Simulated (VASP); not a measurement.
Crystal: ZrZnS3O12.

```
Zr Zn S O
1.0
     4.42390    2.55414    7.57671
    -4.42390    2.55414    7.57671
     0.00000   -5.10828    7.57671
Zr Zn S O
2 2 6 24
Direct
  0.35570 0.35570 0.35570
  0.85570 0.85570 0.85570
  0.64683 0.64683 0.64683
  0.14683 0.14683 0.14683
  0.03571 0.45547 0.75564
  0.75564 0.03571 0.45547
  0.45547 0.75564 0.03571
  0.25564 0.95547 0.53571
  0.53571 0.25564 0.95547
  0.95547 0.53571 0.25564
  0.87747 0.48616 0.72731
  0.72731 0.87747 0.48616
  0.48616 0.72731 0.87747
  0.22731 0.98616 0.37747
  0.37747 0.22731 0.98616
  0.98616 0.37747 0.22731
  0.12396 0.51217 0.27146
  0.27146 0.12396 0.51217
  0.51217 0.27146 0.12396
  0.77146 0.01217 0.62396
  0.62396 0.77146 0.01217
  0.01217 0.62396 0.77146
  0.79218 0.56904 0.41514
  0.41514 0.79218 0.56904
  0.56904 0.41514 0.79218
  0.91514 0.06904 0.29218
  0.29218 0.91514 0.06904
  0.06904 0.29218 0.91514
  0.20530 0.43437 0.58608
  0.58608 0.20530 0.43437
  0.43437 0.58608 0.20530
  0.08608 0.93437 0.70530
  0.70530 0.08608 0.93437
  0.93437 0.70530 0.08608
```

Base run:

- Program: VASP 6.6.1
- Functional: r2SCAN
- Potentials or basis: VASP PAW PBE potentials, release 64 (Zr_sv, Zn, S, O)
- Cutoff: 520 eV
- k mesh: 3 × 3 × 3
- Occupations: fermi-dirac, width 0.02 eV
- Spin: no spin polarisation

Its results: band gap on the k mesh 4.53 eV, direct; pressure -5.1 GPa; largest force 0.914 eV/Å.

The run is repeated on the same cell with these changes: functional from r2SCAN to PBE. What comes out?

Band gap on the k mesh 4.06 eV, direct; pressure -0.7 GPa; largest force 0.299 eV/Å.

r2SCAN gives the wider gap, since meta-GGAs in the generalised Kohn-Sham scheme recover part of the derivative discontinuity.

Caveats: the PAW data sets were made with another functional, which shifts forces and pressure a little (some runs).

A k mesh can miss the band edges.
